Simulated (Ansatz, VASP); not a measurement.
**One calculation of Tl, two programs**

Contents of INCAR:

```
SYSTEM = Tl
  PREC = Accurate
  ENCUT = 520
  EDIFF = 1E-7
  ISMEAR = -1
  SIGMA = 0.1
  LREAL = .FALSE.
  LASPH = .TRUE.
  NELM = 60
  ALGO = Normal
  ISIF = 2
  LWAVE = .FALSE.
  LCHARG = .FALSE.
  GGA = PE
  NBANDS = 12
```

The input KPOINTS:

```
regular mesh
0
G
  14 14 13
  0 0 0
```

Contents of POSCAR:

```
Tl
1.0
    3.1577726525      0.0000000000      0.0000000000
   -1.5788863263      2.7347113365      0.0000000000
    0.0000000000      0.0000000000      2.9822409291
Tl
1
Direct
    0.0000000000      0.0000000000      0.0000000000
```

Input for Ansatz:

```yaml
crystal:
  lattice:
    - [3.1577726525, 0.0, 0.0]
    - [-1.5788863263, 2.7347113365, 0.0]
    - [0.0, 0.0, 2.9822409291]
  atoms:
    - { symbol: Tl, position: [0.0, 0.0, 0.0] }
kpoints:
  mp_grid: { grid: [14, 14, 13] }
scf:
  occupations: { method: fermi_dirac, width: 0.1 }
hamiltonian:
  xc: pbe
  pseudopotentials: { kind: all_electron, lapw: { basis_error: 0.001 } }
output:
  forces: true
  stress: true
  eigenvalues: true
  populations: true
```

Change from the starting cell: volume scaled by 0.78, LAPW.

Alike in both runs: task single point; functional PBE; k mesh 14 × 14 × 13; occupations fermi-dirac, width 0.1 eV; no spin polarisation.

|  | VASP | Ansatz |
| --- | --- | --- |
| version | VASP 6.6.1 | Ansatz 0.2.0 |
| potentials or method | VASP PAW PBE potentials, release 64 (Tl_d), cutoff 520 eV | all-electron LAPW, scalar-relativistic |

```tsv
	VASP	Ansatz	Ansatz less VASP
pressure (GPa)	11.2	11.3	+0.07
traceless stress, the component that is largest in VASP (GPa)	-0.06	-0.07	-0.011
```

Ansatz ran all-electron here, and VASP with PAW potentials.

Neither program's run includes spin-orbit coupling.
